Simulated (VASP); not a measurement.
# I (Cmce) in VASP: single point with r2SCAN

Aim: the single point of I with r2SCAN.

Everything below comes from runs of VASP 6.6.1. Logs are shortened: lines on timing, memory, paths and dates and some standing lists are left out, and cuts for length are marked.

## Step 1: The cell of the first run

It takes space group Cmce (No. 64, orthorhombic). Conventional cell: a = 7.740 Å, b = 4.625 Å, c = 9.889 Å, α = 90.00°, β = 90.00°, γ = 90.00°. I (site symmetry m) has 3 I at 2.77 to 3.46 Å within 3.7 Å.

## Step 2: Single point, r2SCAN

Contents of POSCAR:

```
I
1.0
    3.8700618714     -2.3126027455      0.0000000000
    3.8700618714      2.3126027455      0.0000000000
    0.0000000000      0.0000000000      9.8887364343
I
4
Direct
    0.8457316503      0.1542683497      0.1200270611
    0.6542683497      0.3457316503      0.6200270611
    0.1542683497      0.8457316503      0.8799729389
    0.3457316503      0.6542683497      0.3799729389
```

Contents of INCAR.step1:

```
SYSTEM = I
ALGO = Normal
EDIFF = 1E-4
ENCUT = 520
GGA = PE
ISMEAR = -1
LASPH = .TRUE.
LCHARG = .FALSE.
LREAL = .FALSE.
LWAVE = .TRUE.
NBANDS = 22
NELM = 100
PREC = Accurate
SIGMA = 0.05
```

Contents of INCAR.step2:

```
SYSTEM = I
ALGO = Normal
EDIFF = 1E-6
ENCUT = 520
ISIF = 2
ISMEAR = -1
ISTART = 1
LASPH = .TRUE.
LCHARG = .FALSE.
LMIXTAU = .TRUE.
LREAL = .FALSE.
LWAVE = .FALSE.
METAGGA = R2SCAN
NBANDS = 22
NELM = 100
PREC = Accurate
SIGMA = 0.05
```

Contents of KPOINTS:

```
k-points
0
G
  9 9 4
  0 0 0
```

Potentials or basis: VASP PAW PBE potentials, release 64 (I).

Command:

```
> cat potpaw_PBE.64/I/POTCAR > POTCAR
> cp INCAR.step1 INCAR
> mpirun -np 1 vasp_std > vasp.out
> cp INCAR.step2 INCAR
> mpirun -np 1 vasp_std > vasp.out
```

OUTCAR:

```text
SYSTEM = I
   EDIFF = 1E-6
   ENCUT = 520
   ISIF = 2
   ISMEAR = -1
   ISTART = 1
   LASPH = .TRUE.
   LREAL = .FALSE.
   METAGGA = R2SCAN
   NELM = 100
   PREC = Accurate

 ion  position               nearest neighbor table
   1  0.846  0.154  0.120-   3 2.77   4 3.46   4 3.46
   2  0.654  0.346  0.620-   4 2.77   3 3.46   3 3.46
   3  0.154  0.846  0.880-   1 2.77   2 3.46   2 3.46
   4  0.346  0.654  0.380-   2 2.77   1 3.46   1 3.46

  LATTYP: Found a base centered orthorhombic cell.
 ALAT       =     4.6252054910
 B/A-ratio  =     1.6734659158
 C/A-ratio  =     2.1380101822

  Lattice vectors:

 A1 = (  -3.8700618714,  -2.3126027455,   0.0000000000)
 A2 = (   3.8700618714,  -2.3126027455,   0.0000000000)
 A3 = (   0.0000000000,   0.0000000000,   9.8887364343)

Analysis of symmetry for initial positions (statically):
=====================================================================
 Subroutine PRICEL returns:
 Original cell was already a primitive cell.

 Routine SETGRP: Setting up the symmetry group for a
 base centered orthorhombic supercell.

 Subroutine GETGRP returns: Found  8 space group operations
 (whereof  4 operations were pure point group operations)
 out of a pool of  8 trial point group operations.

The static configuration has the point symmetry C_2h.
 The point group associated with its full space group is D_2h.

Analysis of symmetry for dynamics (positions and initial velocities):
=====================================================================
 Subroutine PRICEL returns:
 Original cell was already a primitive cell.

 Routine SETGRP: Setting up the symmetry group for a
 base centered orthorhombic supercell.

 Subroutine GETGRP returns: Found  8 space group operations
 (whereof  4 operations were pure point group operations)
 out of a pool of  8 trial point group operations.

The dynamic configuration has the point symmetry C_2h.
 The point group associated with its full space group is D_2h.

 Subroutine INISYM returns: Found  8 space group operations
 (whereof  4 operations are pure point group operations),
 and found     1 'primitive' translations

----------------------------------------------------------------------------------------

                                     Primitive cell

  volume of cell :     177.0067

  direct lattice vectors                    reciprocal lattice vectors
     3.870061871 -2.312602746  0.000000000     0.129196901 -0.216206610  0.000000000
     3.870061871  2.312602746  0.000000000     0.129196901  0.216206610  0.000000000
     0.000000000  0.000000000  9.888736434     0.000000000  0.000000000  0.101125155

  length of vectors
     4.508382232  4.508382232  9.888736434     0.251867301  0.251867301  0.101125155

  position of ions in fractional coordinates (direct lattice)
     0.845731650  0.154268350  0.120027061
     0.654268350  0.345731650  0.620027061
     0.154268350  0.845731650  0.879972939
     0.345731650  0.654268350  0.379972939

  ion indices of the primitive-cell ions
   primitive index   ion index
                 1           1
                 2           2
                 3           3
                 4           4

----------------------------------------------------------------------------------------

 KPOINTS: k-points

Automatic generation of k-mesh.
 Grid dimensions read from file:
 generate k-points for:    9    9    4

 Generating k-lattice:

  Cartesian coordinates                     Fractional coordinates (reciprocal lattice)
     0.014355211 -0.024022957  0.000000000     0.111111111 -0.000000000  0.000000000
     0.014355211  0.024022957  0.000000000    -0.000000000  0.111111111  0.000000000
     0.000000000  0.000000000  0.025281289     0.000000000  0.000000000  0.250000000

  Length of vectors
     0.027985256  0.027985256  0.025281289

  Shift w.r.t. Gamma in fractional coordinates (k-lattice)
     0.000000000  0.000000000  0.000000000

 Subroutine IBZKPT returns following result:
 ===========================================

 Found     75 irreducible k-points:

 Following reciprocal coordinates:
            Coordinates               Weight
  0.000000  0.000000  0.000000      1.000000
  0.111111  0.000000  0.000000      4.000000
  0.222222  0.000000  0.000000      4.000000
  0.333333  0.000000  0.000000      4.000000
  0.444444  0.000000  0.000000      4.000000
  0.111111  0.111111  0.000000      2.000000
[... 16 lines left out ...]
 -0.333333  0.333333  0.000000      2.000000
  0.444444  0.444444  0.000000      2.000000
 [... further k-points ...]
   k-points           NKPTS =     75   k-points in BZ     NKDIM =     75   number of bands    NBANDS=     22
   number of dos      NEDOS =    301   number of ions     NIONS =      4
   total plane-waves  NPLWV = 103680
   dimension x,y,z NGX =    36 NGY =   36 NGZ =   80
   dimension x,y,z NGXF=    72 NGYF=   72 NGZF=  160
   ions per type =               4
   NGX,Y,Z   is equivalent  to a cutoff of  13.27, 13.27, 13.45 a.u.
   NGXF,Y,Z  is equivalent  to a cutoff of  26.55, 26.55, 26.90 a.u.
 SYSTEM =  I
   PREC   = accura    normal or accurate (medium, high low for compatibility)
   ISTART =      1    job   : 0-new  1-cont  2-samecut
   ICHARG =      0    charge: 1-file 2-atom 10-const
   ISPIN  =      1    spin polarized calculation?
   LNONCOLLINEAR =      F non collinear calculations
   LSORBIT =      F    spin-orbit coupling
   LASPH  =      T    aspherical Exc in radial PAW
   ENCUT  =  520.0 eV  38.22 Ry    6.18 a.u.   8.38  8.38 18.39*2*pi/ulx,y,z
   NELM   =    100;   NELMIN=  2; NELMDL=  0     # of ELM steps
   EDIFF  = 0.1E-05   stopping-criterion for ELM
   LREAL  =      F    real-space projection
   EDIFFG = 0.1E-04   stopping-criterion for IOM
   NSW    =      0    number of steps for IOM
   IBRION =     -1    ionic relax: 0-MD 1-quasi-New 2-CG
   NFREE  =      0    steps in history (QN), initial steepest desc. (CG)
   ISIF   =      2    stress and relaxation
   ISYM   =      2    0-nonsym 1-usesym 2-fastsym
   POTIM  = 0.5000    time-step for ionic-motion
   TEBEG  =    0.0;   TEEND  =   0.0 temperature during run
   PSTRESS=    0.0 pullay stress
   NELECT =      28.0000    total number of electrons
   NUPDOWN=      -1.0000    fix difference up-down
   EMIN   =  10.00;   EMAX   =-10.00  energy-range for DOS
   EFERMI =   0.00;   METHOD = LEGACY
   ISMEAR =    -1;   SIGMA  =   0.05  broadening in eV -4-tet -1-fermi 0-gaus
   EFERMI_NEDOS =   21; number of points for ismear=-14 and -15
   IALGO  =     38    algorithm
   IMIX   =      4    mixing-type and parameters
     AMIX     =   0.40;   BMIX     =  1.00
     AMIX_MAG =   1.60;   BMIX_MAG =  1.00
  volume/ion in A,a.u.               =      44.25       298.63
  Fermi-wavevector in a.u.,A,eV,Ry     =   0.885382  1.673130 10.665636  0.783902
  Thomas-Fermi vector in A             =   2.006408
   LORBIT       =      0    0 simple, 1 ext, 2 COOP (PROOUT), +10 PAW based schemes
   METAGGA = R2SCAN    functional components
   LHFCALC =     F    Hartree Fock is set to
   AEXX    =    0.0000 exact exchange contribution
   IVDW    =     0    specifies the selected vdW correction
   LEPSILON=     F    determine dielectric tensor
   LRPA    =     F    only Hartree local field effects (RPA)
 non-spin polarized calculation
  energy-cutoff  :      520.00
  volume of cell :      177.01
 maximum number of plane-waves:      4794
 NGX is ok and might be reduce to    36
   NGX = 17   NGY = 17   NGZ = 37

 number of electron      27.9999999 magnetization

 Free energy of the ion-electron system (eV)
  ---------------------------------------------------
  ext. energy  EPLUGINS =         0.00000000
  ---------------------------------------------------
  free energy    TOTEN  =       -98.22667886 eV

  energy without entropy =      -98.22667823  energy(sigma->0) =      -98.22667855

 E-fermi :   2.5236     XC(G=0):  -8.2227

 val. band max:        1.9416179371   @ k =   0.0000   0.0000   0.0000
 cond. band min:       3.1475402741   @ k =  -0.4444   0.4444   0.0000
 fundamental gap:      1.2059223370
 Fermi energy:         2.5235915301

 k-point     1 :       0.0000    0.0000    0.0000
  band No.  band energies     occupation
      1     -11.9347      2.00000
      2     -11.3138      2.00000
      3     -10.1319      2.00000
      4      -8.9547      2.00000
      5      -2.6947      2.00000
      6      -1.1694      2.00000
[... 14 lines left out ...]
     21       9.8081      0.00000
     22      10.3474      0.00000

 k-point     2 :       0.1111    0.0000    0.0000
  band No.  band energies     occupation
      1     -11.8913      2.00000
      2     -11.3003      2.00000
      3     -10.0971      2.00000
      4      -8.9952      2.00000
      5      -2.6812      2.00000
      6      -1.2993      2.00000
[... 14 lines left out ...]
     21       9.7950      0.00000
     22       9.8869      0.00000

 k-point     3 :       0.2222    0.0000    0.0000
  band No.  band energies     occupation
      1     -11.7705      2.00000
      2     -11.2720      2.00000
      3      -9.9992      2.00000
      4      -9.1112      2.00000
      5      -2.6716      2.00000
      6      -1.7054      2.00000
[... 14 lines left out ...]
     21       9.6610      0.00000
     22      10.0194      0.00000

 k-point     4 :       0.3333    0.0000    0.0000
  band No.  band energies     occupation
      1     -11.6014      2.00000
      2     -11.2618      2.00000
      3      -9.8538      2.00000
      4      -9.2842      2.00000
      5      -2.7057      2.00000
      6      -2.1985      2.00000
[... 14 lines left out ...]
     21       9.9246      0.00000
     22      10.9244      0.00000

 k-point     5 :       0.4444    0.0000    0.0000
  band No.  band energies     occupation
      1     -11.4308      2.00000
      2     -11.3092      2.00000
      3      -9.6777      2.00000
      4      -9.4827      2.00000
      5      -2.7114      2.00000
      6      -2.5581      2.00000
[... 14 lines left out ...]
     21      10.6768      0.00000
     22      11.0147      0.00000

 k-point     6 :       0.1111    0.1111    0.0000
  band No.  band energies     occupation
      1     -11.9091      2.00000
      2     -11.2948      2.00000
      3     -10.1090      2.00000
      4      -8.9486      2.00000
      5      -2.6712      2.00000
      6      -1.1953      2.00000
[... 14 lines left out ...]
     21       9.9606      0.00000
     22      10.1440      0.00000

 k-point     7 :       0.2222    0.1111    0.0000
  band No.  band energies     occupation
      1     -11.8443      2.00000
      2     -11.2669      2.00000
      3     -10.0553      2.00000
      4      -8.9864      2.00000
      5      -2.6419      2.00000
      6      -1.3489      2.00000
[... 324 lines left out ...]
      6      -1.3325      2.00000
[... 14 lines left out ...]
     21      10.2616      0.00000
     22      10.3288      0.00000

 k-point    21 :       0.4444    0.3333    0.0000
  band No.  band energies     occupation
      1     -11.7026      2.00000
      2     -11.1680      2.00000
      3      -9.9299      2.00000
      4      -8.9609      2.00000
      5      -2.5152      2.00000
      6      -1.4776      2.00000
[... 14 lines left out ...]
     21      10.3405      0.00000
     22      10.3407      0.00000

 k-point    22 :      -0.4444    0.3333    0.0000
  band No.  band energies     occupation
      1     -11.6013      2.00000
      2     -11.1704      2.00000
      3      -9.8486      2.00000
      4      -9.1036      2.00000
      5      -2.5430      2.00000
      6      -1.8659      2.00000
[... 14 lines left out ...]
     21      10.1575      0.00000
     22      10.2819      0.00000

 k-point    23 :      -0.3333    0.3333    0.0000
  band No.  band energies     occupation
      1     -11.4850      2.00000
      2     -11.2177      2.00000
      3      -9.7444      2.00000
      4      -9.3063      2.00000
      5      -2.6110      2.00000
      6      -2.2989      2.00000
[... 14 lines left out ...]
     21      10.4231      0.00000
     22      11.0934      0.00000

 k-point    24 :       0.4444    0.4444    0.0000
  band No.  band energies     occupation
      1     -11.7118      2.00000
      2     -11.1512      2.00000
      3      -9.9340      2.00000
      4      -8.9039      2.00000
      5      -2.4828      2.00000
      6      -1.5122      2.00000
[... 14 lines left out ...]
     21      10.8081      0.00000
     22      11.0843      0.00000

 [... further k-points ...]

------------------------ aborting loop because EDIFF is reached ----------------------------------------

  FORCE on cell =-STRESS in cart. coord.  units (eV):
  Direction    XX          YY          ZZ          XY          YZ          ZX
  --------------------------------------------------------------------------------------
  -------------------------------------------------------------------------------------
  Total       -0.0053086     -0.0679103     -0.1361511      0.0000000     -0.0000000      0.0000000
  in kB       -0.0480507     -0.6146908     -1.2323724      0.0000000     -0.0000000      0.0000000
  external PRESSURE =      -0.6317046 kB  Pullay stress =       0.0000000 kB

 VOLUME and BASIS-vectors are now :
 -----------------------------------------------------------------------------
  energy-cutoff  :      520.00
  volume of cell :      177.01
      direct lattice vectors                 reciprocal lattice vectors
     3.870061871 -2.312602746  0.000000000     0.129196901 -0.216206610  0.000000000
     3.870061871  2.312602746  0.000000000     0.129196901  0.216206610  0.000000000
     0.000000000  0.000000000  9.888736434     0.000000000  0.000000000  0.101125155

 POSITION                                       TOTAL-FORCE (eV/Angst)
 -----------------------------------------------------------------------------------
      3.87006     -1.59908      1.18692         0.000000      0.001718     -0.001675
      3.87006     -0.71352      6.13128         0.000000     -0.001718     -0.001675
      3.87006      1.59908      8.70182         0.000000     -0.001718      0.001675
      3.87006      0.71352      3.75745         0.000000      0.001718      0.001675
 -----------------------------------------------------------------------------------
    total drift:                                0.000000     -0.000000     -0.000000

  FREE ENERGIE OF THE ION-ELECTRON SYSTEM (eV)
  ---------------------------------------------------
  free  energy   TOTEN  =       -98.2266788636 eV

  energy  without entropy=      -98.2266782311  energy(sigma->0) =      -98.22667855
```

Wall time 21 min (1 thread of Intel Xeon 8259CL, shared host); peak memory 0.47 GiB.

What came out:

| Quantity | Value |
| --- | --- |
| Free energy | -98.2267 eV |
| Pressure | -0.1 GPa |
| Band gap on the k mesh | 1.21 eV (least direct gap 1.28 eV) |

Forces in eV/Å, atoms in the order of the input:
```
I    0.000  0.002 -0.002
I    0.000 -0.002 -0.002
I    0.000 -0.002  0.002
I    0.000  0.002  0.002
```

Caveat: the PAW data sets were made with another functional, which shifts forces and pressure a little; spin-orbit coupling is left out, which moves the levels of the heavy elements; an odd mesh through Γ misses points on the zone boundary, where band edges can lie.
